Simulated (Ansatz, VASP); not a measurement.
## BP: VASP beside Ansatz

```
CELL_PARAMETERS angstrom
0.00000 2.24528 2.24528
2.24528 0.00000 2.24528
2.24528 2.24528 0.00000
ATOMIC_POSITIONS crystal
B 0.00000 0.00000 0.00000
P 0.75000 0.75000 0.75000
```

Alike in both runs: task single point; functional LDA; k mesh 8 × 8 × 8; occupations gaussian, width 0.05 eV; no spin polarisation.

|  | VASP | Ansatz |
| --- | --- | --- |
| version | VASP 6.6.1 | Ansatz 0.2.0 |
| potentials or method | VASP PAW LDA potentials, release 64 (B, P), cutoff 520 eV | scalar-relativistic, plane waves, PAW |
| valence electrons in the cell | 8 | 8 |

Ansatz gave:

| Item | Value |
| --- | --- |
| gap on the k mesh at the Fermi level (eV) | 1.18 |
| least direct gap on the mesh (eV) | 3.43 |
| pressure (GPa) | 0.0 |

Q: What did VASP give for the same quantities?

A: gap on the k mesh at the Fermi level (eV): 1.18; least direct gap on the mesh (eV): 3.43; pressure (GPa): -0.1.

LDA's correlation is that of Perdew and Zunger in VASP and of Perdew and Wang (1992) in Ansatz.
